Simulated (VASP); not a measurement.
# GaSb (I-4m2) in VASP: notebook, part 2 of 2

VASP 6.6.1. Earlier steps stand in the parts before.

**3. Single point, r2SCAN (strain +0.025 along x and y, -0.050 along z)**

POSCAR

```
GaSb
1.0
    0.0000000000      3.1354750000      2.9060500000
    3.1354750000      0.0000000000      2.9060500000
    3.1354750000      3.1354750000      0.0000000000
Ga Sb
1 1
Direct
    0.0000000000      0.0000000000      0.0000000000
    0.7500000000      0.7500000000      0.7500000000
```

INCAR.step1

```
  PREC = Accurate
  ENCUT = 520
  ISMEAR = 0
  SIGMA = 0.05
  LREAL = F
  LASPH = T
  NELM = 100
  NBANDS = 16
  GGA = PE
  ALGO = Normal
  EDIFF = 1E-4
  LWAVE = T
  LCHARG = F
```

INCAR.step2

```
  PREC = Accurate
  ENCUT = 520
  EDIFF = 1E-6
  ISMEAR = 0
  SIGMA = 0.05
  LREAL = F
  LASPH = T
  NELM = 100
  ALGO = Normal
  ISIF = 2
  LWAVE = F
  LCHARG = F
  METAGGA = R2SCAN
  LMIXTAU = T
  NBANDS = 16
  ISTART = 1
```

KPOINTS

```
Automatic mesh
0
Gamma
  10 10 10
```

Potentials or basis: VASP PAW PBE potentials, release 64 (Ga_d, Sb).

On the command line:

```console
cat potpaw_PBE.64/Ga_d/POTCAR potpaw_PBE.64/Sb/POTCAR > POTCAR
cp INCAR.step1 INCAR
mpirun -np 1 vasp_std > vasp.out
cp INCAR.step2 INCAR
mpirun -np 1 vasp_std > vasp.out
```

OUTCAR:

```text
PREC = Accurate
   ENCUT = 520
   EDIFF = 1E-6
   ISMEAR = 0
   LREAL = F
   LASPH = T
   NELM = 100
   ISIF = 2
   METAGGA = R2SCAN
   ISTART = 1

 ion  position               nearest neighbor table
   1  0.000  0.000  0.000-   2 2.65   2 2.65   2 2.65   2 2.65
   2  0.750  0.750  0.750-   1 2.65   1 2.65   1 2.65   1 2.65

  LATTYP: Found a body centered tetragonal cell.
 ALAT       =     4.4342312695
 C/A-ratio  =     1.3107345212

  Lattice vectors:

[... 192 lines left out ...]
      6      -7.2295      2.00000
[... 433 lines left out ...]
      3     -10.7780      2.00000
      4     -10.7567      2.00000
      5     -10.7294      2.00000
      6      -5.4032      2.00000
[... 8 lines left out ...]
     15      15.3609      0.00000
     16      16.3222      0.00000

 [... further k-points ...]
[... 5 lines left out ...]
  --------------------------------------------------------------------------------------
  -------------------------------------------------------------------------------------
  Total       -0.1990655     -0.1990655      0.9504227      0.0000000      0.0000000      0.0000000
  in kB       -5.5817046     -5.5817046     26.6494105      0.0000000      0.0000000      0.0000000
  external PRESSURE =       5.1620005 kB  Pullay stress =       0.0000000 kB

 VOLUME and BASIS-vectors are now :
 -----------------------------------------------------------------------------
  energy-cutoff  :      520.00
  volume of cell :       57.14
      direct lattice vectors                 reciprocal lattice vectors
     0.000000000  3.135475000  2.906050000    -0.159465472  0.159465472  0.172054851
     3.135475000  0.000000000  2.906050000     0.159465472 -0.159465472  0.172054851
     3.135475000  3.135475000  0.000000000     0.159465472  0.159465472 -0.172054851

 POSITION                                       TOTAL-FORCE (eV/Angst)
 -----------------------------------------------------------------------------------
      0.00000      0.00000      0.00000        -0.000000     -0.000000      0.000000
      4.70321      4.70321      4.35907         0.000000      0.000000     -0.000000
 -----------------------------------------------------------------------------------
    total drift:                               -0.000055     -0.000055      0.000117

  FREE ENERGIE OF THE ION-ELECTRON SYSTEM (eV)
  ---------------------------------------------------
  free  energy   TOTEN  =       -37.5731434091 eV

  energy  without entropy=      -37.5731373111  energy(sigma->0) =      -37.57314036
```

It took 2.7 min on 1 thread of Intel Xeon Platinum 8488C (Sapphire Rapids), shared host; peak memory 0.26 GiB.

What came out:

* Free energy: -37.5731 eV
* Pressure: 0.5 GPa
* Band gap on the k mesh: 0.15 eV

Caveat: the cell differs from its parent crystal (strain +0.025 along x and y, -0.050 along z); semilocal functionals underestimate gaps, and a narrow one can read as zero; the PAW data sets were made with another functional, which shifts forces and pressure a little; spin-orbit coupling is left out, which moves the levels of the heavy elements. A k mesh can miss the band edges.

**4. Single point, r2SCAN (strain +0.025 along x and y, -0.025 along z)**

POSCAR

```
GaSb
1.0
    0.0000000000      3.1354750000      2.9825250000
    3.1354750000      0.0000000000      2.9825250000
    3.1354750000      3.1354750000      0.0000000000
Ga Sb
1 1
Direct
    0.0000000000      0.0000000000      0.0000000000
    0.7500000000      0.7500000000      0.7500000000
```

INCAR.step1

```
SYSTEM = GaSb
PREC = Accurate ; ENCUT = 520
ISMEAR = 0 ; SIGMA = 0.05
LREAL = .FALSE. ; LASPH = .TRUE.
NELM = 80 ; NBANDS = 16
GGA = PE ; ALGO = Normal
EDIFF = 1E-4 ; LWAVE = .TRUE.
LCHARG = .FALSE.
```

INCAR.step2

```
SYSTEM = GaSb
PREC = Accurate ; ENCUT = 520
EDIFF = 1E-6 ; ISMEAR = 0
SIGMA = 0.05 ; LREAL = .FALSE.
LASPH = .TRUE. ; NELM = 80
ALGO = Normal ; ISIF = 2
LWAVE = .FALSE. ; LCHARG = .FALSE.
METAGGA = R2SCAN ; LMIXTAU = .TRUE.
NBANDS = 16 ; ISTART = 1
```

KPOINTS

```
regular mesh
0
G
  10 10 10
  0 0 0
```

Potentials or basis: VASP PAW PBE potentials, release 64 (Ga_d, Sb).

On the command line:

```console
cat potpaw_PBE.64/Ga_d/POTCAR potpaw_PBE.64/Sb/POTCAR > POTCAR
cp INCAR.step1 INCAR
mpirun -np 1 vasp_std > vasp.out
cp INCAR.step2 INCAR
mpirun -np 1 vasp_std > vasp.out
```

OUTCAR:

```text
SYSTEM = GaSb
   PREC = Accurate
   ENCUT = 520
   EDIFF = 1E-6
   ISMEAR = 0
   LREAL = .FALSE.
   LASPH = .TRUE.
   NELM = 80
   ISIF = 2
   METAGGA = R2SCAN
   ISTART = 1

 ion  position               nearest neighbor table
   1  0.000  0.000  0.000-   2 2.67   2 2.67   2 2.67   2 2.67
   2  0.750  0.750  0.750-   1 2.67   1 2.67   1 2.67   1 2.67

  LATTYP: Found a body centered tetragonal cell.
 ALAT       =     4.4342312695
 C/A-ratio  =     1.3452275349

  Lattice vectors:

 A1 = (   0.0000000000,  -3.1354750000,  -2.9825250000)
 A2 = (   0.0000000000,   3.1354750000,  -2.9825250000)
 A3 = (   3.1354750000,   0.0000000000,   2.9825250000)

Analysis of symmetry for initial positions (statically):
=====================================================================
 Subroutine PRICEL returns:
 Original cell was already a primitive cell.

 Routine SETGRP: Setting up the symmetry group for a
 body centered tetragonal supercell.

 Subroutine GETGRP returns: Found  8 space group operations
 (whereof  8 operations were pure point group operations)
 out of a pool of 16 trial point group operations.

The static configuration has the point symmetry D_2d.

Analysis of symmetry for dynamics (positions and initial velocities):
=====================================================================
 Subroutine PRICEL returns:
 Original cell was already a primitive cell.

 Routine SETGRP: Setting up the symmetry group for a
 body centered tetragonal supercell.

 Subroutine GETGRP returns: Found  8 space group operations
 (whereof  8 operations were pure point group operations)
 out of a pool of 16 trial point group operations.

The dynamic configuration has the point symmetry D_2d.

 Subroutine INISYM returns: Found  8 space group operations
 (whereof  8 operations are pure point group operations),
 and found     1 'primitive' translations

[... 106 lines left out ...]
   NUPDOWN=      -1.0000    fix difference up-down
   EMIN   =  10.00;   EMAX   =-10.00  energy-range for DOS
   EFERMI =   0.00;   METHOD = LEGACY
   ISMEAR =     0;   SIGMA  =   0.05  broadening in eV -4-tet -1-fermi 0-gaus
   EFERMI_NEDOS =   21; number of points for ismear=-14 and -15
   IALGO  =     38    algorithm
   IMIX   =      4    mixing-type and parameters
     AMIX     =   0.40;   BMIX     =  1.00
     AMIX_MAG =   1.60;   BMIX_MAG =  1.00
  volume/ion in A,a.u.               =      29.32       197.87
  Fermi-wavevector in a.u.,A,eV,Ry     =   1.104313  2.086848 16.592394  1.219507
  Thomas-Fermi vector in A             =   2.240784
   LORBIT       =      0    0 simple, 1 ext, 2 COOP (PROOUT), +10 PAW based schemes
   METAGGA = R2SCAN    functional components
   LHFCALC =     F    Hartree Fock is set to
   AEXX    =    0.0000 exact exchange contribution
   IVDW    =     0    specifies the selected vdW correction
   LEPSILON=     F    determine dielectric tensor
   LRPA    =     F    only Hartree local field effects (RPA)
 non-spin polarized calculation
 Gauss-broadening in eV      SIGMA  =   0.05
  energy-cutoff  :      520.00
  volume of cell :       58.64
 maximum number of plane-waves:      1596
   NGX = 17   NGY = 17   NGZ = 17

 number of electron      18.0000001 magnetization

 Free energy of the ion-electron system (eV)
  ---------------------------------------------------
  ext. energy  EPLUGINS =         0.00000000
  ---------------------------------------------------
  free energy    TOTEN  =       -37.58872834 eV

  energy without entropy =      -37.58869161  energy(sigma->0) =      -37.58870997

 E-fermi :   4.6559     XC(G=0):  -9.6125

 val. band max:        4.6231809296   @ k =   0.0000   0.0000   0.0000
 cond. band min:       4.6887008717   @ k =   0.0000   0.0000   0.0000
 fundamental gap:      0.0655199420
 Fermi energy:         4.6559409022

 k-point     1 :       0.0000    0.0000    0.0000
  band No.  band energies     occupation
      1     -11.0144      2.00000
      2     -11.0144      2.00000
      3     -11.0077      2.00000
      4     -10.9631      2.00000
      5     -10.9557      2.00000
      6      -7.3164      2.00000
[... 433 lines left out ...]
      3     -10.9950      2.00000
      4     -10.9727      2.00000
      5     -10.9514      2.00000
      6      -5.5935      2.00000
[... 8 lines left out ...]
     15      15.0965      0.00000
     16      15.7277      0.00000

 [... further k-points ...]
[... 5 lines left out ...]
  --------------------------------------------------------------------------------------
  -------------------------------------------------------------------------------------
  Total       -0.5668538     -0.5668538      0.2441738      0.0000000      0.0000000      0.0000000
  in kB      -15.4867702    -15.4867702      6.6709673      0.0000000      0.0000000      0.0000000
  external PRESSURE =      -8.1008577 kB  Pullay stress =       0.0000000 kB

 VOLUME and BASIS-vectors are now :
 -----------------------------------------------------------------------------
  energy-cutoff  :      520.00
  volume of cell :       58.64
      direct lattice vectors                 reciprocal lattice vectors
     0.000000000  3.135475000  2.982525000    -0.159465472  0.159465472  0.167643188
     3.135475000  0.000000000  2.982525000     0.159465472 -0.159465472  0.167643188
     3.135475000  3.135475000  0.000000000     0.159465472  0.159465472 -0.167643188

 POSITION                                       TOTAL-FORCE (eV/Angst)
 -----------------------------------------------------------------------------------
      0.00000      0.00000      0.00000         0.000000      0.000000     -0.000000
      4.70321      4.70321      4.47379        -0.000000     -0.000000      0.000000
 -----------------------------------------------------------------------------------
    total drift:                                0.000048      0.000048      0.000189

  FREE ENERGIE OF THE ION-ELECTRON SYSTEM (eV)
  ---------------------------------------------------
  free  energy   TOTEN  =       -37.5887283353 eV

  energy  without entropy=      -37.5886916081  energy(sigma->0) =      -37.58870997
```

OUTCAR.step1:

```text
SYSTEM = GaSb
   PREC = Accurate
   ENCUT = 520
   ISMEAR = 0
   LREAL = .FALSE.
   LASPH = .TRUE.
[... 678 lines left out ...]
      0.00000      0.00000      0.00000        -0.000000     -0.000000     -0.000000
      4.70321      4.70321      4.47379         0.000000      0.000000      0.000000
 -----------------------------------------------------------------------------------
    total drift:                                0.000001      0.000001     -0.000002

  FREE ENERGIE OF THE ION-ELECTRON SYSTEM (eV)
  ---------------------------------------------------
  free  energy   TOTEN  =        -7.3547455609 eV

  energy  without entropy=       -7.3547450502  energy(sigma->0) =       -7.35474531
```

Wall time 3 min (1 thread of Intel Xeon Platinum 8488C (Sapphire Rapids), shared host); peak memory 0.27 GiB.

What came out:

* Free energy: -37.5887 eV
* Pressure: -0.8 GPa
* Band gap on the k mesh: 0.07 eV

Caveat: the cell differs from its parent crystal (strain +0.025 along x and y, -0.025 along z); semilocal functionals underestimate gaps, and a narrow one can read as zero; the PAW data sets were made with another functional, which shifts forces and pressure a little; spin-orbit coupling is left out, which moves the levels of the heavy elements.

**5. Single point, r2SCAN (strain +0.050 along x and y, -0.050 along z)**

POSCAR

```
GaSb
1.0
    0.0000000000      3.2119500000      2.9060500000
    3.2119500000      0.0000000000      2.9060500000
    3.2119500000      3.2119500000      0.0000000000
Ga Sb
1 1
Direct
    0.0000000000      0.0000000000      0.0000000000
    0.7500000000      0.7500000000      0.7500000000
```

INCAR.step1

```
ALGO = Normal
EDIFF = 1E-4
ENCUT = 520
GGA = PE
ISMEAR = 0
LASPH = True
LCHARG = False
LREAL = False
LWAVE = True
NBANDS = 16
NELM = 100
PREC = Accurate
SIGMA = 0.05
```

INCAR.step2

```
ALGO = Normal
EDIFF = 1E-6
ENCUT = 520
ISIF = 2
ISMEAR = 0
ISTART = 1
LASPH = True
LCHARG = False
LMIXTAU = True
LREAL = False
LWAVE = False
METAGGA = R2SCAN
NBANDS = 16
NELM = 100
PREC = Accurate
SIGMA = 0.05
```

KPOINTS

```
k-points
0
Gamma
  10 10 10
```

On the command line:

```console
cat potpaw_PBE.64/Ga_d/POTCAR potpaw_PBE.64/Sb/POTCAR > POTCAR
cp INCAR.step1 INCAR
mpirun -np 1 vasp_std > vasp.out
cp INCAR.step2 INCAR
mpirun -np 1 vasp_std > vasp.out
```

Run time: 2.8 min. Hardware: 1 thread of Intel Xeon Platinum 8488C (Sapphire Rapids), shared host; peak memory 0.27 GiB.

It converged, with:

- Free energy: -37.5388 eV
- Pressure: -1.9 GPa
- Band gap on the k mesh: 0.30 eV

Stress tensor (GPa, compression positive):
```
-3.21  0.00  0.00
 0.00 -3.21  0.00
 0.00  0.00  0.75
```

Levels at points of the mesh, in eV from the valence-band top:
```csv
k point,band 5,band 6,band 7,band 8,band 9,band 10,band 11,band 12,band 13,band 14
"(0.00, 0.00, 0.00)",-15.39,-11.62,-0.21,-0.21,0.00,0.30,2.80,3.12,3.12,6.29
"(0.50, 0.00, 0.00)",-15.39,-10.02,-6.37,-1.51,-0.83,0.43,3.74,4.36,7.01,9.23
"(0.50, 0.50, 0.00)",-15.39,-8.99,-6.55,-2.93,-2.93,0.63,1.16,8.94,8.94,10.45
"(0.50, 0.00, 0.50)",-15.40,-9.32,-7.00,-2.37,-2.29,1.40,1.76,8.45,8.47,9.80
```

Caveat: the cell differs from its parent crystal (strain +0.050 along x and y, -0.050 along z); semilocal functionals underestimate gaps, and a narrow one can read as zero; the PAW data sets were made with another functional, which shifts forces and pressure a little; spin-orbit coupling is left out, which moves the levels of the heavy elements. A k mesh can miss the band edges.

**6. Overview**

```csv
cell,gap on the mesh (eV),pressure (GPa)
"a = 4.383, b = 4.383, c = 4.218 Å, angles 61.2, 61.2, 57.5°, 2 atoms",0.25,0.5
"a = 4.275, b = 4.275, c = 4.434 Å, angles 58.8, 58.8, 62.5°, 2 atoms",0.15,0.5
"a = 4.327, b = 4.327, c = 4.434 Å, angles 59.2, 59.2, 61.6°, 2 atoms",0.07,-0.8
"a = 4.331, b = 4.331, c = 4.542 Å, angles 58.4, 58.4, 63.2°, 2 atoms",0.30,-1.9
```

Alike in all rows: task single point; level r2SCAN; potentials or basis VASP PAW PBE potentials, release 64 (Ga_d, Sb); no spin polarisation; k mesh 10 × 10 × 10; cutoff (eV) 520; smearing gaussian 0.05 eV.

Caveats: semilocal functionals underestimate gaps, and a narrow one can read as zero; the PAW data sets were made with another functional, which shifts forces and pressure a little; spin-orbit coupling is left out, which moves the levels of the heavy elements.

Absolute energies hang on the potentials; compare differences alone.
